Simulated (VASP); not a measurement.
# Pd (P3_121) in VASP: relaxation of cell and atoms with r2SCAN

Aim: the relaxation of cell and atoms of Pd with r2SCAN.

All numbers are computed with VASP 6.6.1; they aren't measurements. Logs are shortened: lines on timing, memory, paths and dates and some standing lists are left out, and cuts for length are marked.

## (1) The cell of the first run

It takes space group P3_121 (No. 152, trigonal). The conventional cell has a = 3.604 Å, b = 3.604 Å, c = 4.089 Å, α = 90.00°, β = 90.00°, γ = 120.00°. Pd (site symmetry 2) has 2 Pd at 1.96 Å within 2.6 Å.

## (2) Relaxation of cell and atoms, r2SCAN

POSCAR

```
Pd
1.0
    3.6038394014      0.0000000000      0.0000000000
   -1.8019197007      3.1210164728      0.0000000000
    0.0000000000      0.0000000000      4.0886764389
Pd
3
Direct
    0.2254000000      0.0000000000      0.3333333333
    0.0000000000      0.2254000000      0.6666666667
    0.7746000000      0.7746000000      0.0000000000
```

INCAR.step1

```
SYSTEM = Pd
PREC = Accurate
ENCUT = 600
ISMEAR = 0
SIGMA = 0.1
LREAL = .False.
LASPH = .True.
NELM = 100
GGA = PE
ALGO = Normal
EDIFF = 1E-4
LWAVE = .True.
LCHARG = .False.
```

INCAR.step2

```
SYSTEM = Pd
PREC = Accurate
ENCUT = 600
EDIFF = 1E-6
ISMEAR = 0
SIGMA = 0.1
LREAL = .False.
LASPH = .True.
NELM = 100
ALGO = Normal
ISIF = 3
LWAVE = .False.
LCHARG = .False.
METAGGA = R2SCAN
LMIXTAU = .True.
IBRION = 2
NSW = 90
EDIFFG = -0.04
ISTART = 1
```

KPOINTS

```
Automatic mesh
0
Gamma
  6 6 4
  0 0 0
```

Potentials or basis: VASP PAW PBE potentials, release 64 (Pd).

Started as:

```
> cat potpaw_PBE.64/Pd/POTCAR > POTCAR
> cp INCAR.step1 INCAR
> mpirun -np 1 vasp_std > vasp.out
> cp INCAR.step2 INCAR
> mpirun -np 1 vasp_std > vasp.out
```

OUTCAR:

```text
SYSTEM = Pd
   PREC = Accurate
   ENCUT = 600
   EDIFF = 1E-6
   ISMEAR = 0
   LREAL = .False.
   LASPH = .True.
   NELM = 100
   ISIF = 3
   METAGGA = R2SCAN
   IBRION = 2
   NSW = 90
   EDIFFG = -0.04
   ISTART = 1

 ion  position               nearest neighbor table
   1  0.225  0.000  0.333-   3 1.96   2 1.96   3 2.84   3 2.84   2 2.84   2 2.84   2 3.07   3 3.07

   2  0.000  0.225  0.667-   3 1.96   1 1.96   3 2.84   3 2.84   1 2.84   1 2.84   1 3.07   3 3.07

   3  0.775  0.775  0.000-   1 1.96   2 1.96   1 2.84   2 2.84   2 2.84   1 2.84   1 3.07   2 3.07

  LATTYP: Found a hexagonal cell.
 ALAT       =     3.6038394014
 C/A-ratio  =     1.1345334749

  Lattice vectors:

 A1 = (   3.6038394014,   0.0000000000,   0.0000000000)
 A2 = (  -1.8019197007,   3.1210164728,   0.0000000000)
 A3 = (   0.0000000000,   0.0000000000,   4.0886764389)

Analysis of symmetry for initial positions (statically):
=====================================================================
 Subroutine PRICEL returns:
 Original cell was already a primitive cell.

 Routine SETGRP: Setting up the symmetry group for a
 hexagonal supercell.

 Subroutine GETGRP returns: Found  6 space group operations
 (whereof  2 operations were pure point group operations)
 out of a pool of 24 trial point group operations.

The static configuration has the point symmetry C_2 .
 The point group associated with its full space group is D_3 .

Analysis of symmetry for dynamics (positions and initial velocities):
=====================================================================
 Subroutine PRICEL returns:
 Original cell was already a primitive cell.

 Routine SETGRP: Setting up the symmetry group for a
 hexagonal supercell.

 Subroutine GETGRP returns: Found  6 space group operations
 (whereof  2 operations were pure point group operations)
 out of a pool of 24 trial point group operations.

The dynamic configuration has the point symmetry C_2 .
 The point group associated with its full space group is D_3 .

 Subroutine INISYM returns: Found  6 space group operations
 (whereof  2 operations are pure point group operations),
 and found     1 'primitive' translations

----------------------------------------------------------------------------------------

                                     Primitive cell

  volume of cell :      45.9880

  direct lattice vectors                    reciprocal lattice vectors
     3.603839401  0.000000000  0.000000000     0.277481843  0.160204217  0.000000000
    -1.801919701  3.121016473  0.000000000     0.000000000  0.320408434  0.000000000
     0.000000000  0.000000000  4.088676439     0.000000000  0.000000000  0.244577925

  length of vectors
     3.603839401  3.603839401  4.088676439     0.320408434  0.320408434  0.244577925

  position of ions in fractional coordinates (direct lattice)
     0.225400000  0.000000000  0.333333333
     0.000000000  0.225400000  0.666666667
     0.774600000  0.774600000  0.000000000

  ion indices of the primitive-cell ions
   primitive index   ion index
                 1           1
                 2           2
                 3           3

----------------------------------------------------------------------------------------

 KPOINTS: Automatic mesh

Automatic generation of k-mesh.
 Grid dimensions read from file:
 generate k-points for:    6    6    4

 Generating k-lattice:

  Cartesian coordinates                     Fractional coordinates (reciprocal lattice)
     0.046246974  0.026700703  0.000000000     0.166666667  0.000000000  0.000000000
     0.000000000  0.053401406  0.000000000     0.000000000  0.166666667  0.000000000
     0.000000000  0.000000000  0.061144481     0.000000000  0.000000000  0.250000000

  Length of vectors
     0.053401406  0.053401406  0.061144481

  Shift w.r.t. Gamma in fractional coordinates (k-lattice)
     0.000000000  0.000000000  0.000000000

 Subroutine IBZKPT returns following result:
 ===========================================

 Found     24 irreducible k-points:

 Following reciprocal coordinates:
            Coordinates               Weight
  0.000000  0.000000  0.000000      1.000000
  0.166667  0.000000  0.000000      6.000000
  0.333333  0.000000  0.000000      6.000000
  0.500000  0.000000  0.000000      3.000000
  0.166667  0.166667  0.000000      6.000000
  0.333333  0.166667  0.000000     12.000000
[... 16 lines left out ...]
  0.333333  0.166667  0.500000     12.000000
  0.333333  0.333333  0.500000      2.000000
   k-points           NKPTS =     24   k-points in BZ     NKDIM =     24   number of bands    NBANDS=     19
   number of dos      NEDOS =    301   number of ions     NIONS =      3
   total plane-waves  NPLWV =  32400
   dimension x,y,z NGX =    30 NGY =   30 NGZ =   36
   dimension x,y,z NGXF=    60 NGYF=   60 NGZF=   72
   ions per type =               3
   NGX,Y,Z   is equivalent  to a cutoff of  13.84, 13.84, 14.64 a.u.
   NGXF,Y,Z  is equivalent  to a cutoff of  27.68, 27.68, 29.28 a.u.
 SYSTEM =  Pd
   PREC   = accura    normal or accurate (medium, high low for compatibility)
   ISTART =      1    job   : 0-new  1-cont  2-samecut
   ICHARG =      0    charge: 1-file 2-atom 10-const
   ISPIN  =      1    spin polarized calculation?
   LNONCOLLINEAR =      F non collinear calculations
   LSORBIT =      F    spin-orbit coupling
   LASPH  =      T    aspherical Exc in radial PAW
   ENCUT  =  600.0 eV  44.10 Ry    6.64 a.u.   7.20  7.20  8.17*2*pi/ulx,y,z
   NELM   =    100;   NELMIN=  2; NELMDL=  0     # of ELM steps
   EDIFF  = 0.1E-05   stopping-criterion for ELM
   LREAL  =      F    real-space projection
   EDIFFG = -.4E-01   stopping-criterion for IOM
   NSW    =     90    number of steps for IOM
   IBRION =      2    ionic relax: 0-MD 1-quasi-New 2-CG
   NFREE  =      1    steps in history (QN), initial steepest desc. (CG)
   ISIF   =      3    stress and relaxation
   ISYM   =      2    0-nonsym 1-usesym 2-fastsym
   POTIM  = 0.5000    time-step for ionic-motion
   TEBEG  =    0.0;   TEEND  =   0.0 temperature during run
   PSTRESS=    0.0 pullay stress
   NELECT =      30.0000    total number of electrons
   NUPDOWN=      -1.0000    fix difference up-down
   EMIN   =  10.00;   EMAX   =-10.00  energy-range for DOS
   EFERMI =   0.00;   METHOD = LEGACY
   ISMEAR =     0;   SIGMA  =   0.10  broadening in eV -4-tet -1-fermi 0-gaus
   EFERMI_NEDOS =   21; number of points for ismear=-14 and -15
   IALGO  =     38    algorithm
   IMIX   =      4    mixing-type and parameters
     AMIX     =   0.40;   BMIX     =  1.00
     AMIX_MAG =   1.60;   BMIX_MAG =  1.00
  volume/ion in A,a.u.               =      15.33       103.45
  Fermi-wavevector in a.u.,A,eV,Ry     =   1.419822  2.683074 27.427902  2.015894
  Thomas-Fermi vector in A             =   2.540802
   LORBIT       =      0    0 simple, 1 ext, 2 COOP (PROOUT), +10 PAW based schemes
   METAGGA = R2SCAN    functional components
   LHFCALC =     F    Hartree Fock is set to
   AEXX    =    0.0000 exact exchange contribution
   IVDW    =     0    specifies the selected vdW correction
   LEPSILON=     F    determine dielectric tensor
   LRPA    =     F    only Hartree local field effects (RPA)
 conjugate gradient relaxation of ions
 non-spin polarized calculation
 Gauss-broadening in eV      SIGMA  =   0.10
  energy-cutoff  :      600.00
  volume of cell :       45.99
 maximum number of plane-waves:      1552
 NGX is ok and might be reduce to    30
   NGX = 15   NGY = 15   NGZ = 17

--------------------------------------- Ionic step        1  -------------------------------------------

 number of electron      29.9999997 magnetization

 Free energy of the ion-electron system (eV)
  ---------------------------------------------------
  ext. energy  EPLUGINS =         0.00000000
  ---------------------------------------------------
  free energy    TOTEN  =       -58.81666862 eV

  energy without entropy =      -58.80084898  energy(sigma->0) =      -58.80875880

------------------------ aborting loop because EDIFF is reached ----------------------------------------

  FORCE on cell =-STRESS in cart. coord.  units (eV):
  Direction    XX          YY          ZZ          XY          YZ          ZX
  --------------------------------------------------------------------------------------
  -------------------------------------------------------------------------------------
  Total       19.3507928     19.3507928     42.4246738      0.0000000     -0.0000000      0.0000000
  in kB      674.1633063    674.1633063   1478.0354835      0.0000000     -0.0000000      0.0000000
  external PRESSURE =     942.1206987 kB  Pullay stress =       0.0000000 kB
[... 59 lines left out ...]
  energy  without entropy=      -60.5317267638  energy(sigma->0) =      -60.56162541

--------------------------------------- Ionic step        3  -------------------------------------------

 number of electron      30.0000044 magnetization

 E-fermi :  -0.0110     XC(G=0):  -8.0977

 val. band max:       -0.0141421768   @ k =   0.3333   0.0000   0.2500
 cond. band min:      -0.0040138460   @ k =   0.1667   0.1667   0.0000
 fundamental gap:      0.0101283308
 Fermi energy:        -0.0109903271

 k-point     1 :       0.0000    0.0000    0.0000
  band No.  band energies     occupation
      1      -2.1780      2.00000
      2      -1.3945      2.00000
      3      -1.3945      2.00000
      4      -1.2708      2.00000
      5      -1.2708      2.00000
      6      -1.0146      2.00000
[... 11 lines left out ...]
     18       2.0657      0.00000
     19       7.2642      0.00000
[... 534 lines left out ...]
  FREE ENERGIE OF THE ION-ELECTRON SYSTEM (eV)
  ---------------------------------------------------
  free  energy   TOTEN  =       -61.4654328506 eV

  energy  without entropy=      -61.4169383430  energy(sigma->0) =      -61.44118560

 E-fermi :   0.5033     XC(G=0):  -8.5303

 val. band max:        0.4947958297   @ k =   0.5000   0.0000   0.2500
 cond. band min:       0.5094892372   @ k =   0.1667   0.1667   0.0000
 fundamental gap:      0.0146934075
 Fermi energy:         0.5032627808

 k-point     1 :       0.0000    0.0000    0.0000
  band No.  band energies     occupation
      1      -1.9724      2.00000
      2      -1.1114      2.00000
      3      -1.1114      2.00000
      4      -0.9381      2.00000
      5      -0.9381      2.00000
      6      -0.6266      2.00000
[... 11 lines left out ...]
     18       2.6976      0.00000
     19       8.1496      0.00000
[... 489 lines left out ...]
      3      -0.8184      2.00000
      4      -0.7591      2.00000
      5      -0.6770      2.00000
      6      -0.6770      2.00000
[... 11 lines left out ...]
     18       3.1291      0.00000
     19       3.6011      0.00000

 E-fermi :  10.4279     XC(G=0): -14.3510

 val. band max:       10.3322068393   @ k =   0.0000   0.0000   0.2500
 cond. band min:      10.4846416615   @ k =   0.5000   0.0000   0.0000
 fundamental gap:      0.1524348222
 Fermi energy:        10.4278922243

 k-point     1 :       0.0000    0.0000    0.0000
  band No.  band energies     occupation
      1       2.8687      2.00000
      2       3.8090      2.00000
      3       3.8090      2.00000
      4       5.5685      2.00000
      5       6.9580      2.00000
      6       6.9791      2.00000
[... 11 lines left out ...]
     18      10.3037      1.92093
     19      17.5162      0.00000
[... 489 lines left out ...]
      3       6.3478      2.00000
      4       6.5656      2.00000
      5       6.5808      2.00000
      6       6.5808      2.00000
[... 11 lines left out ...]
     18      19.5547      0.00000
     19      20.6860      0.00000

[... ionic steps 4 to 43 ...]

--------------------------------------- Ionic step       44  -------------------------------------------

 number of electron      30.0000034 magnetization

------------------------ aborting loop because EDIFF is reached ----------------------------------------

  FORCE on cell =-STRESS in cart. coord.  units (eV):
  Direction    XX          YY          ZZ          XY          YZ          ZX
  --------------------------------------------------------------------------------------
  -------------------------------------------------------------------------------------
  Total       -0.0200300     -0.0200300      0.1593836      0.0000000      0.0000000     -0.0000000
  in kB       -0.7182589     -0.7182589      5.7153528      0.0000000      0.0000000     -0.0000000
  external PRESSURE =       1.4262783 kB  Pullay stress =       0.0000000 kB
[... 59 lines left out ...]
  energy  without entropy=      -68.7716945100  energy(sigma->0) =      -68.78691329

--------------------------------------- Ionic step       46  -------------------------------------------

 number of electron      30.0000031 magnetization

 Free energy of the ion-electron system (eV)
  ---------------------------------------------------
  ext. energy  EPLUGINS =         0.00000000
  ---------------------------------------------------
  free energy    TOTEN  =       -68.80239597 eV

  energy without entropy =      -68.77159847  energy(sigma->0) =      -68.78699722

 E-fermi :   9.4067     XC(G=0): -14.0673

 val. band max:        9.3975851060   @ k =   0.5000   0.0000   0.2500
 cond. band min:       9.4198163413   @ k =   0.5000   0.0000   0.5000
 fundamental gap:      0.0222312353
 Fermi energy:         9.4067240585

 k-point     1 :       0.0000    0.0000    0.0000
  band No.  band energies     occupation
      1       2.3214      2.00000
      2       4.2687      2.00000
      3       4.2687      2.00000
      4       6.4451      2.00000
      5       6.4451      2.00000
      6       6.6956      2.00000
[... 11 lines left out ...]
     18       8.7436      2.00000
     19      21.9673      0.00000
[... 534 lines left out ...]
  FREE ENERGIE OF THE ION-ELECTRON SYSTEM (eV)
  ---------------------------------------------------
  free  energy   TOTEN  =       -68.8023959748 eV

  energy  without entropy=      -68.7715984682  energy(sigma->0) =      -68.78699722

 reached required accuracy - stopping structural energy minimisation
```

Run time: 42 min. Hardware: 1 thread of AMD EPYC 9R45 (Zen 5), shared host; peak memory 0.19 GiB.

Results:

```yaml
Free_energy: -68.8024 eV
Relaxed_volume: 14.90 Å³/atom
Relaxed_cell: a = 2.789 Å, b = 2.789 Å, c = 6.635 Å, α = 90.00°, β = 90.00°, γ = 120.00°
Space_group_after_relaxing_to_0.1_Å: Fm-3m (No. 225)
Pressure_after_relaxing: 0.0 GPa
Largest_force_after_relaxing: 0.014 eV/Å
Band_gap_on_the_k_mesh: zero (bands 15 and 16 overlap by 1.08 eV)
```

Forces in eV/Å, atoms in the order of the input:
```
Pd   0.014  0.000  0.000
Pd  -0.007  0.012  0.000
Pd  -0.007 -0.012  0.000
```

Final structure:
```
Pd
1.0
     2.78933    0.00000    0.00000
    -1.39467    2.41563    0.00000
     0.00000    0.00000    6.63452
Pd
3
Direct
  0.33182 0.00000 0.33333
  0.00000 0.33182 0.66667
  0.66818 0.66818 0.00000
```

Levels at points of the mesh, in eV from the Fermi level:
```csv
k point,band 12,band 13,band 14,band 15,band 16,band 17,band 18,band 19
"(0.00, 0.00, 0.00)",-1.44,-1.27,-1.27,-0.69,-0.68,-0.68,-0.66,12.56
"(0.50, 0.00, 0.00)",-0.07,-0.06,0.28,0.34,3.26,3.27,3.69,8.43
"(0.00, 0.00, 0.50)",-1.43,-1.41,-1.41,-1.40,0.02,0.02,1.60,8.09
"(0.50, 0.00, 0.50)",-0.12,0.01,0.06,0.07,1.25,4.03,4.05,7.50
```

Caveat: the k points lie up to 0.43 Å⁻¹ apart in the final cell, too coarse for converged energies and pressures of a metal; a cell axis changed by over 15 % at a fixed basis, so the end point is rough; the PAW data sets were made with another functional, which shifts forces and pressure a little.

The gap in the log of VASP goes by the Fermi energy; the results here count the filled bands.